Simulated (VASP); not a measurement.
## In: single point with PBE

In:

```
In
1.0
    -1.65054    1.62615    2.47395
     1.65054   -1.62615    2.47395
     1.65054    1.62615   -2.47395
In
1
Cartesian
  0.0000 0.0000 0.0000
```

This cell differs from its parent crystal: strain +0.0150 x Voigt [1, 0, 0, 0, 0, 0].

```json
{"Program": "VASP 6.6.1", "Task": "single point", "Functional": "PBE", "Potentials or basis": "VASP PAW PBE potentials, release 64 (In_d)", "Cutoff": "520 eV", "k mesh": "20 × 20 × 20", "Occupations": "gaussian, width 0.15 eV", "Spin": "no spin polarisation", "Dipole correction": "no", "Further INCAR settings": "ALGO = Fast; EDIFF = 1e-06; NBANDS = 12"}
```

```yaml
Pressure: 1.3 GPa
Band_gap_on_the_k_mesh: zero (an odd number of electrons rules out a gap without spin polarisation)
```

Stress tensor (GPa, compression positive):
```
1.24 0.00 0.00
0.00 1.52 0.00
0.00 0.00 1.18
```

Levels at points of the mesh, in eV from the Fermi level:
```
           k point  band 4  band 5  band 6  band 7  band 8  band 9
(0.00, 0.00, 0.00)  -14.51  -14.42   -9.45   10.19   10.51   10.62
(0.50, 0.00, 0.00)  -14.33  -14.29   -4.22   -3.29    7.54    8.81
(0.00, 0.50, 0.00)  -14.33  -14.30   -4.39   -3.34    7.54    9.10
(0.50, 0.50, 0.00)  -14.31  -14.23   -1.95   -1.74    3.54    3.92
(0.50, 0.50, 0.50)  -14.29  -14.28   -2.86   -2.58    4.40    4.82
```

Wall time 5.1 min on 1 thread of AMD EPYC 9R45 96-Core Processor (Zen 5), with other jobs on the host, peak memory 0.42 GiB.

Caveat: the cell differs from its parent crystal (strain +0.0150 x Voigt [1, 0, 0, 0, 0, 0]); spin-orbit coupling is left out, which moves the levels of the heavy elements.
